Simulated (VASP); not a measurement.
## HfO2: single point with LDA

The system is HfO2.

```
CELL_PARAMETERS angstrom
4.81353 0.00000 0.00000
0.00000 4.81353 0.00000
0.00000 0.00000 3.20542
ATOMIC_POSITIONS crystal
Hf 0.00000 0.00000 0.00000
Hf 0.50000 0.50000 0.50000
O 0.17696 0.78705 0.47298
O 0.30504 0.30504 0.00000
O 0.69496 0.69496 0.00000
O 0.80504 0.19496 0.50000
```

This cell differs from its parent crystal: atom 3 (O) moved -0.150 Å along Cartesian [1 1 1].

```json
{
 "Program": "VASP 6.6.1",
 "Task": "single point",
 "Functional": "LDA",
 "Potentials or basis": "VASP PAW LDA potentials, release 64 (Hf_pv, O)",
 "Cutoff": "520 eV",
 "k mesh": "6 × 6 × 8",
 "Occupations": "gaussian, width 0.05 eV",
 "Spin": "no spin polarisation",
 "Dipole correction": "no",
 "Further INCAR settings": "ALGO = Normal; EDIFF = 1e-06; NBANDS = 31"
}
```

```yaml
Pressure: -5.8 GPa
Largest_force: 1.026 eV/Å
Band_gap_on_the_k_mesh: 3.78 eV, direct
```

Forces on the atoms (eV/Å):
```
Hf  -0.167 -0.010 -0.281
Hf   0.038  0.060 -0.019
O    0.442  0.340  0.861
O    0.076 -0.247 -0.124
O   -0.398 -0.051 -0.141
O    0.009 -0.092 -0.296
```

Stress tensor (GPa, compression positive):
```
-5.18 -0.06  1.41
-0.06 -5.52 -1.46
 1.41 -1.46 -6.83
```

Levels at points of the mesh, in eV from the valence-band top:
```tsv
k point	band 19	band 20	band 21	band 22	band 23	band 24	band 25	band 26
(0.00, 0.00, 0.00)	-0.75	-0.50	-0.49	0.00	3.78	3.96	5.09	5.43
(0.50, 0.00, 0.00)	-1.56	-1.40	-0.73	-0.67	4.42	4.48	5.99	6.15
(0.00, 0.50, 0.00)	-1.54	-1.39	-0.68	-0.60	4.42	4.50	5.97	6.18
(0.50, 0.50, 0.00)	-1.15	-1.14	-0.84	-0.82	4.05	4.07	5.48	5.55
(0.00, 0.00, 0.50)	-2.07	-1.97	-0.96	-0.94	5.31	5.53	5.86	5.96
(0.50, 0.00, 0.50)	-1.76	-1.65	-0.97	-0.93	3.90	4.05	6.10	6.31
(0.00, 0.50, 0.50)	-1.78	-1.65	-0.96	-0.89	3.99	4.12	6.13	6.27
(0.50, 0.50, 0.50)	-1.15	-1.08	-0.50	-0.50	4.87	5.03	5.72	5.74
```

Wall time 2.4 min on 1 thread of AMD EPYC 9R45 96-Core Processor (Zen 5), with other jobs on the host, peak memory 0.33 GiB.

Caveat: the cell differs from its parent crystal (atom 3 (O) moved -0.150 Å along Cartesian [1 1 1]); spin-orbit coupling is left out, which moves the levels of the heavy elements; forces of over 1 eV/Å act on the atoms, so gaps and moduli don't describe the material at rest. A k mesh can miss the band edges.
